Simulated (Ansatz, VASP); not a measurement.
Given: the input of a run of Ansatz 0.2.0 on HgTe.

The input input.yaml:

```yaml
crystal:
  lattice:
    - [0.0, 3.2145, 3.2145]
    - [3.2145, 0.0, 3.2145]
    - [3.2145, 3.2145, 0.0]
  atoms:
    - { symbol: Hg, position: [0.0, 0.0, 0.0] }
    - { symbol: Te, position: [0.75, 0.75, 0.75] }
hamiltonian:
  xc:
    exchange: hjs_pbesol
    correlation: pbesol
    exx: { coeff: 0.25, omega: 0.207 }
  pseudopotentials: { kind: paw }
kpoints:
  mp_grid: { grid: [4, 4, 4] }
scf:
  occupations: { method: fermi_dirac, width: 0.05 }
output:
  forces: true
  stress: true
  eigenvalues: true
relax:
  f_tol: 0.01
  max_steps: 40
  cell: { stress_tol: 0.05 }
```

Potentials or basis: Ansatz PAW.

The run is started by

```sh
$ ansatz run input.yaml --threads 2 --pin off --max-ram 5632MiB --backend cpu --events-out ev --progress --plain --runs-dir out
```

**Question.** Set up the same calculation for VASP 6.6.1. Potentials there: VASP PAW PBE potentials, release 64 (Hg, Te).

**Answer.** As run (the cutoff follows the program's own potentials):

Contents of POSCAR:

```
HgTe
1.0
    0.0000000000      3.2145000000      3.2145000000
    3.2145000000      0.0000000000      3.2145000000
    3.2145000000      3.2145000000      0.0000000000
Hg Te
1 1
Direct
    0.0000000000      0.0000000000      0.0000000000
    0.7500000000      0.7500000000      0.7500000000
```

INCAR.step1

```
SYSTEM = HgTe
PREC = Accurate
ENCUT = 600
EDIFF = 1E-5
ISMEAR = -1
SIGMA = 0.05
LREAL = .False.
LASPH = .True.
NELM = 60
ALGO = Normal
LWAVE = .True.
LCHARG = .False.
GGA = PE
NBANDS = 16
```

Contents of INCAR.step2:

```
SYSTEM = HgTe
PREC = Accurate
ENCUT = 600
EDIFF = 1E-6
ISMEAR = -1
SIGMA = 0.05
LREAL = .False.
LASPH = .True.
NELM = 60
ALGO = Normal
ISIF = 3
LWAVE = .False.
LCHARG = .False.
GGA = PS
LHFCALC = .True.
AEXX = 0.25
HFSCREEN = 0.207
PRECFOCK = Normal
IBRION = 2
NSW = 60
EDIFFG = -0.01
ISTART = 1
```

Contents of KPOINTS:

```
Automatic mesh
0
Gamma
  4 4 4
  0 0 0
```

Potentials or basis: VASP PAW PBE potentials, release 64 (Hg, Te).

Run with:

```bash
$ cat potpaw_PBE.64/Hg/POTCAR potpaw_PBE.64/Te/POTCAR > POTCAR
$ cp INCAR.step1 INCAR
$ mpirun -np 1 vasp_std > vasp.out
$ cp INCAR.step2 INCAR
$ mpirun -np 1 vasp_std > vasp.out
```

Both were run:

|  | VASP | Ansatz | Ansatz less VASP |
| --- | --- | --- | --- |
| gap on the k mesh at the Fermi level, each at its own relaxed structure (eV) | none | none | - |
| relaxed volume (Å³/atom) | 34.31 | 34.30 | -0.010 |
| relaxed cell length with the largest relative difference (Å) | 4.595 | 4.595 | -0.0005 |

VASP's potentials were made for PBE, not for PBEsol-based screened hybrid. A gap of «none» marks a metal or a gap that the smearing closes. VASP's potentials hold 18 valence electrons a cell and Ansatz's 36, so a difference there can come from the potentials and not from the codes.

The k mesh is coarse, so the values compare programs but aren't converged. Neither program's run includes spin-orbit coupling. Noted on Ansatz's run: the plane-wave basis is chosen anew once the cell has moved, so the energies of steps on either side of that aren't comparable.
